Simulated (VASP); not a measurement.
# Br (I4/mmm) in VASP: notebook

Aim: see how the results for Br move with the level of theory and the settings. Levels: r2SCAN, PBE+D3(BJ), pbe exchange, lyp correlation. Tasks: single point.

Program: VASP 6.6.1. These are calculated values, not measurements. Logs are shortened: lines on timing, memory, paths and dates and some standing lists are left out, and cuts for length are marked.

### Step 1. The cell of the first run

It takes space group I4/mmm (No. 139, tetragonal). Conventional cell: a = 2.847 Å, b = 2.847 Å, c = 7.155 Å, α = 90.00°, β = 90.00°, γ = 90.00°. Within 3.8 Å of Br (site symmetry 4/mmm) lie 4 Br at 2.85 Å.

### Step 2. Single point, r2SCAN

Input file POSCAR:

```
Br
1.0
   -1.4234917050      1.4234917050      3.5775173700
    1.4234917050     -1.4234917050      3.5775173700
    1.4234917050      1.4234917050     -3.5775173700
Br
1
Direct
    0.0000000000      0.0000000000      0.0000000000
```

Input file INCAR.step1:

```
PREC = Accurate ; ENCUT = 550
ISMEAR = 1 ; SIGMA = 0.1
LREAL = F ; LASPH = T
NELM = 120 ; NBANDS = 10
GGA = PE ; ALGO = Normal
EDIFF = 1E-5 ; LWAVE = T
LCHARG = F ; GGA_COMPAT = F
```

Input file INCAR.step2:

```
PREC = Accurate ; ENCUT = 550
EDIFF = 1E-6 ; ISMEAR = 1
SIGMA = 0.1 ; LREAL = F
LASPH = T ; NELM = 120
ALGO = Normal ; ISIF = 2
LWAVE = F ; LCHARG = T
METAGGA = R2SCAN ; LMIXTAU = T
LELF = T ; LVHAR = T
NBANDS = 10 ; ISTART = 1
GGA_COMPAT = F
```

Input file KPOINTS:

```
Automatic mesh
0
Gamma
  13 13 13
```

Potentials or basis: VASP PAW PBE potentials, release 64 (Br).

Started as:

```console
cat potpaw_PBE.64/Br/POTCAR > POTCAR
cp INCAR.step1 INCAR
mpirun -np 1 vasp_std > vasp.out
cp INCAR.step2 INCAR
mpirun -np 1 vasp_std > vasp.out
```

OUTCAR:

```text
PREC = Accurate
   ENCUT = 550
   EDIFF = 1E-6
   ISMEAR = 1
   LREAL = F
   LASPH = T
   NELM = 120
   ISIF = 2
   METAGGA = R2SCAN
   ISTART = 1

 ion  position               nearest neighbor table
   1  0.000  0.000  0.000-

  LATTYP: Found a body centered tetragonal cell.
 ALAT       =     2.8469834100
 C/A-ratio  =     2.5131986069

  Lattice vectors:

 A1 = (  -1.4234917050,   1.4234917050,   3.5775173700)
 A2 = (   1.4234917050,  -1.4234917050,   3.5775173700)
 A3 = (   1.4234917050,   1.4234917050,  -3.5775173700)

Analysis of symmetry for initial positions (statically):
=====================================================================
 Subroutine PRICEL returns:
 Original cell was already a primitive cell.

 Routine SETGRP: Setting up the symmetry group for a
 body centered tetragonal supercell.

 Subroutine GETGRP returns: Found 16 space group operations
 (whereof 16 operations were pure point group operations)
 out of a pool of 16 trial point group operations.

The static configuration has the point symmetry D_4h.

Analysis of symmetry for dynamics (positions and initial velocities):
=====================================================================
 Subroutine PRICEL returns:
 Original cell was already a primitive cell.

 Routine SETGRP: Setting up the symmetry group for a
 body centered tetragonal supercell.

 Subroutine GETGRP returns: Found 16 space group operations
 (whereof 16 operations were pure point group operations)
 out of a pool of 16 trial point group operations.

The dynamic configuration has the point symmetry D_4h.

 Subroutine INISYM returns: Found 16 space group operations
 (whereof 16 operations are pure point group operations),
 and found     1 'primitive' translations

----------------------------------------------------------------------------------------

                                     Primitive cell

  volume of cell :      28.9969

  direct lattice vectors                    reciprocal lattice vectors
    -1.423491705  1.423491705  3.577517370     0.000000000  0.351248973  0.139761725
     1.423491705 -1.423491705  3.577517370     0.351248973  0.000000000  0.139761725
     1.423491705  1.423491705 -3.577517370     0.351248973  0.351248973  0.000000000

  length of vectors
     4.105032010  4.105032010  4.105032010     0.378033307  0.378033307  0.496741062
[... 81 lines left out ...]
   EDIFFG = 0.1E-04   stopping-criterion for IOM
   NSW    =      0    number of steps for IOM
   IBRION =     -1    ionic relax: 0-MD 1-quasi-New 2-CG
   NFREE  =      0    steps in history (QN), initial steepest desc. (CG)
   ISIF   =      2    stress and relaxation
   ISYM   =      2    0-nonsym 1-usesym 2-fastsym
   POTIM  = 0.5000    time-step for ionic-motion
   TEBEG  =    0.0;   TEEND  =   0.0 temperature during run
   PSTRESS=    0.0 pullay stress
   NELECT =       7.0000    total number of electrons
   NUPDOWN=      -1.0000    fix difference up-down
   EMIN   =  10.00;   EMAX   =-10.00  energy-range for DOS
   EFERMI =   0.00;   METHOD = LEGACY
   ISMEAR =     1;   SIGMA  =   0.10  broadening in eV -4-tet -1-fermi 0-gaus
   EFERMI_NEDOS =   21; number of points for ismear=-14 and -15
   IALGO  =     38    algorithm
   IMIX   =      4    mixing-type and parameters
     AMIX     =   0.40;   BMIX     =  1.00
     AMIX_MAG =   1.60;   BMIX_MAG =  1.00
  volume/ion in A,a.u.               =      29.00       195.68
  Fermi-wavevector in a.u.,A,eV,Ry     =   1.019351  1.926294 14.137486  1.039076
  Thomas-Fermi vector in A             =   2.152860
   LORBIT       =      0    0 simple, 1 ext, 2 COOP (PROOUT), +10 PAW based schemes
   METAGGA = R2SCAN    functional components
   LHFCALC =     F    Hartree Fock is set to
   AEXX    =    0.0000 exact exchange contribution
   IVDW    =     0    specifies the selected vdW correction
   LEPSILON=     F    determine dielectric tensor
   LRPA    =     F    only Hartree local field effects (RPA)
 non-spin polarized calculation
 Methfessel and Paxton  Order N= 1 SIGMA  =   0.10
  energy-cutoff  :      550.00
  volume of cell :       29.00
 maximum number of plane-waves:       868
   NGX = 15   NGY = 15   NGZ = 15

 number of electron       7.0000000 magnetization

 Free energy of the ion-electron system (eV)
  ---------------------------------------------------
  ext. energy  EPLUGINS =         0.00000000
  ---------------------------------------------------
  free energy    TOTEN  =       -13.02501261 eV

  energy without entropy =      -13.02486644  energy(sigma->0) =      -13.02496389

 E-fermi :   1.1629     XC(G=0):  -9.1197

 val. band max:        1.0835021244   @ k =  -0.2308   0.3077   0.0769
 cond. band min:       1.1922497636   @ k =  -0.3077   0.3846   0.1538
 fundamental gap:      0.1087476393
 Fermi energy:         1.1629056844

 k-point     1 :       0.0000    0.0000    0.0000
  band No.  band energies     occupation
      1     -15.8064      2.00000
      2      -1.3340      2.00000
      3       2.1238     -0.00000
      4       2.1238     -0.00000
      5       7.0984      0.00000
      6      11.5513      0.00000
      7      12.2594      0.00000
      8      17.7786      0.00000
      9      17.7786      0.00000
     10      18.5129      0.00000
[... 287 lines left out ...]
 k-point    24 :       0.4615    0.1538    0.0000
  band No.  band energies     occupation
      1     -13.8028      2.00000
      2      -4.5875      2.00000
      3      -0.7770      2.00000
      4       1.2005      0.41090
      5       8.5859      0.00000
      6      12.4982      0.00000
      7      15.1366      0.00000
      8      16.2311      0.00000
      9      17.2742      0.00000
     10      19.2468      0.00000

 [... further k-points ...]

------------------------ aborting loop because EDIFF is reached ----------------------------------------

  FORCE on cell =-STRESS in cart. coord.  units (eV):
  Direction    XX          YY          ZZ          XY          YZ          ZX
  --------------------------------------------------------------------------------------
  -------------------------------------------------------------------------------------
  Total        0.0776743      0.0776743      0.0785939      0.0000000      0.0000000      0.0000000
  in kB        4.2917703      4.2917703      4.3425804      0.0000000      0.0000000      0.0000000
  external PRESSURE =       4.3087070 kB  Pullay stress =       0.0000000 kB

 VOLUME and BASIS-vectors are now :
 -----------------------------------------------------------------------------
  energy-cutoff  :      550.00
  volume of cell :       29.00
      direct lattice vectors                 reciprocal lattice vectors
    -1.423491705  1.423491705  3.577517370     0.000000000  0.351248973  0.139761725
     1.423491705 -1.423491705  3.577517370     0.351248973  0.000000000  0.139761725
     1.423491705  1.423491705 -3.577517370     0.351248973  0.351248973  0.000000000

 POSITION                                       TOTAL-FORCE (eV/Angst)
 -----------------------------------------------------------------------------------
      0.00000      0.00000      0.00000         0.000000      0.000000      0.000000
 -----------------------------------------------------------------------------------
    total drift:                               -0.000000     -0.000000     -0.000000

  FREE ENERGIE OF THE ION-ELECTRON SYSTEM (eV)
  ---------------------------------------------------
  free  energy   TOTEN  =       -13.0250126123 eV

  energy  without entropy=      -13.0248664377  energy(sigma->0) =      -13.02496389
```

OUTCAR.step1:

```text
PREC = Accurate
   ENCUT = 550
   ISMEAR = 1
   LREAL = F
   LASPH = T
[... 528 lines left out ...]

 POSITION                                       TOTAL-FORCE (eV/Angst)
 -----------------------------------------------------------------------------------
      0.00000      0.00000      0.00000        -0.000000      0.000000     -0.000000
 -----------------------------------------------------------------------------------
    total drift:                               -0.000000     -0.000000      0.000000

  FREE ENERGIE OF THE ION-ELECTRON SYSTEM (eV)
  ---------------------------------------------------
  free  energy   TOTEN  =        -1.4411902823 eV

  energy  without entropy=       -1.4410510441  energy(sigma->0) =       -1.44114387
```

OSZICAR.step1:

```text
N       E                     dE             d eps       ncg     rms          rms(c)
DAV:   1     0.218844955179E+02    0.21884E+02   -0.29898E+03  3936   0.562E+02
DAV:   2    -0.517314728265E+00   -0.22402E+02   -0.21742E+02  4966   0.990E+01
DAV:   3    -0.147967253453E+01   -0.96236E+00   -0.94858E+00  4770   0.189E+01
DAV:   4    -0.148319251593E+01   -0.35200E-02   -0.35196E-02  4982   0.135E+00
DAV:   5    -0.148320270131E+01   -0.10185E-04   -0.10185E-04  4720   0.686E-02    0.611E+00
DAV:   6    -0.145362696575E+01    0.29576E-01   -0.19129E-02  4418   0.773E-01    0.373E+00
DAV:   7    -0.144124372432E+01    0.12383E-01   -0.39208E-02  4340   0.113E+00    0.139E-01
DAV:   8    -0.144118813203E+01    0.55592E-04   -0.12096E-03  4332   0.220E-01    0.424E-02
DAV:   9    -0.144119028230E+01   -0.21503E-05   -0.11929E-05  4982   0.248E-02
   1 F= -.14411903E+01 E0= -.14411439E+01  d E =-.139238E-03
```

Wall time 80 s (1 thread of Intel Xeon Platinum 8559C (Emerald Rapids), shared host); peak memory 0.22 GiB.

Results:

```
Free energy            : -13.0250 eV
Pressure               : 0.4 GPa
Band gap on the k mesh : zero (an odd number of electrons rules out a gap without spin polarisation)
```

Caveat: the PAW data sets were made with another functional, which shifts forces and pressure a little; an odd number of electrons without spin polarisation forces a metal; a magnetic or distorted state may lie lower.

### Step 3. Single point, PBE+D3(BJ), non-collinear spin, zero start, spin-orbit coupling

Input file INCAR:

```
  PREC = Accurate
  ENCUT = 500
  EDIFF = 1E-6
  ISMEAR = -1
  SIGMA = 0.01
  LREAL = F
  LASPH = T
  NELM = 200
  ALGO = Normal
  ISIF = 2
  LWAVE = F
  LCHARG = F
  MAGMOM = 0 0 0
  LORBIT = 11
  LSORBIT = T
  GGA_COMPAT = F
  LORBMOM = T
  GGA = PE
  IVDW = 12
  NBANDS = 18
```

Input file KPOINTS:

```
regular mesh
0
Gamma
  13 13 13
```

POSCAR is that of step 2.

Potentials or basis: VASP PAW PBE potentials, release 64 (Br).

Started as:

```console
cat potpaw_PBE.64/Br/POTCAR > POTCAR
mpirun -np 1 vasp_ncl > vasp.out
```

It took 2.3 min on 1 thread of Intel Xeon Platinum 8559C (Emerald Rapids), shared host; peak memory 0.37 GiB.

It converged, with:

| Item | Value |
| --- | --- |
| Free energy | -1.7270 eV |
| Pressure | 0.0 GPa |
| Net moment | 0.00 μB per cell |
| Valence electrons inside the program's atomic spheres | Br 4.71 |
| Dispersion energy per atom | -0.249 eV |

Stress tensor (GPa, compression positive):
```
 0.05  0.00  0.00
 0.00  0.05  0.00
 0.00  0.00 -0.09
```

Moments on the atoms (μB; x, y, z):
```
Br  0.00 0.00 0.00
```

### Step 4. Single point, pbe exchange, lyp correlation, collinear spin (27.84 Å³/atom)

This run uses another cell than the first one, of 27.84 Å³/atom.

Input file INCAR:

```
PREC = Accurate
ENCUT = 500
EDIFF = 1E-6
ISMEAR = -1
SIGMA = 0.1
LREAL = F
LASPH = T
NELM = 200
ALGO = Normal
ISIF = 2
LWAVE = F
LCHARG = F
ISPIN = 2
MAGMOM = 1
LORBIT = 11
NUPDOWN = 1.0
GGA = LIBXC
LIBXC1 = GGA_X_PBE
LIBXC2 = GGA_C_LYP
NBANDS = 14
GGA_COMPAT = F
```

KPOINTS is that of step 3.

Input file POSCAR:

```
Br
1.0
   -1.4042529722      1.4042529722      3.5291666136
    1.4042529722     -1.4042529722      3.5291666136
    1.4042529722      1.4042529722     -3.5291666136
Br
1
Direct
    0.0000000000      0.0000000000      0.0000000000
```

Potentials or basis: VASP PAW PBE potentials, release 64 (Br).

Started as:

```console
cat potpaw_PBE.64/Br/POTCAR > POTCAR
mpirun -np 1 vasp_std > vasp.out
```

OUTCAR:

```text
PREC = Accurate
   ENCUT = 500
   EDIFF = 1E-6
   ISMEAR = -1
   LREAL = F
   LASPH = T
   NELM = 200
   ISIF = 2
   ISPIN = 2
   LORBIT = 11
   NUPDOWN = 1.0
   GGA = LIBXC

 ion  position               nearest neighbor table
   1  0.000  0.000  0.000-

  LATTYP: Found a body centered tetragonal cell.
 ALAT       =     2.8085059444
 C/A-ratio  =     2.5131986070

  Lattice vectors:

 A1 = (  -1.4042529722,   1.4042529722,   3.5291666136)
 A2 = (   1.4042529722,  -1.4042529722,   3.5291666136)
 A3 = (   1.4042529722,   1.4042529722,  -3.5291666136)

[... 1022 lines left out ...]
  -------------------------------------------------------------------------------------
  Total        3.6127030      3.6127030      0.5454656      0.0000000      0.0000000      0.0000000
  in kB      207.9313569    207.9313569     31.3946075      0.0000000      0.0000000      0.0000000
  external PRESSURE =     149.0857737 kB  Pullay stress =       0.0000000 kB

 VOLUME and BASIS-vectors are now :
 -----------------------------------------------------------------------------
  energy-cutoff  :      500.00
  volume of cell :       27.84
      direct lattice vectors                 reciprocal lattice vectors
    -1.404252972  1.404252972  3.529166614     0.000000000  0.356061201  0.141676507
     1.404252972 -1.404252972  3.529166614     0.356061201  0.000000000  0.141676507
     1.404252972  1.404252972 -3.529166614     0.356061201  0.356061201  0.000000000

 POSITION                                       TOTAL-FORCE (eV/Angst)
 -----------------------------------------------------------------------------------
      0.00000      0.00000      0.00000         0.000000      0.000000      0.000000
 -----------------------------------------------------------------------------------
    total drift:                                0.000000      0.000000      0.000000

  FREE ENERGIE OF THE ION-ELECTRON SYSTEM (eV)
  ---------------------------------------------------
  free  energy   TOTEN  =        -0.5406999770 eV

  energy  without entropy=       -0.5244986689  energy(sigma->0) =       -0.53259932

 total charge

# of ion       s       p       d       tot
------------------------------------------
    1        1.669   3.092   0.031   4.792

 magnetization (x)

# of ion       s       p       d       tot
------------------------------------------
    1        0.037   0.765   0.008   0.810
```

Run time: 2.8 min. Hardware: 1 thread of Intel Xeon Platinum 8259CL at 2.50GHz (Skylake/Cascade Lake), shared host; peak memory 0.25 GiB.

Results:

| Quantity | Value |
| --- | --- |
| Free energy | -0.5407 eV |
| Pressure | 14.9 GPa |
| Net moment | 1.00 μB per cell |
| Site moments | Br +0.81 μB |
| Valence electrons inside the program's atomic spheres | Br 4.79 |

Caveat: the cell stands under pressure; the PAW data sets were made with another functional, which shifts forces and pressure a little; the total moment is fixed, so each spin has its own Fermi level.

### Step 5. Summary

```tsv
level	spin	fixed moment (μB)	cell	cutoff (eV)	smearing	pressure (GPa)	moment (μB)
r2SCAN	off	-	a = 4.105 Å, angles 139.4, 139.4, 58.7°, 1 atom	550	methfessel-paxton 0.1 eV	0.4	-
PBE+D3(BJ)	non-collinear, zero start, SOC	-	a = 4.105 Å, angles 139.4, 139.4, 58.7°, 1 atom	500	fermi-dirac 0.01 eV	0.0	0.00
pbe exchange, lyp correlation	collinear	1.0	a = 4.050 Å, angles 139.4, 139.4, 58.7°, 1 atom	500	fermi-dirac 0.1 eV	14.9	1.00
```

Alike in all rows: task single point; potentials or basis VASP PAW PBE potentials, release 64 (Br); k mesh 13 × 13 × 13.

Caveats: the PAW data sets were made with another functional, which shifts forces and pressure a little (at least some runs); an odd number of electrons without spin polarisation forces a metal (at least some runs); a magnetic or distorted state may lie lower (at least some runs); the cell stands under pressure (at least some runs); the total moment is fixed, so each spin has its own Fermi level (at least some runs).

Absolute energies hang on the potentials; compare differences alone.
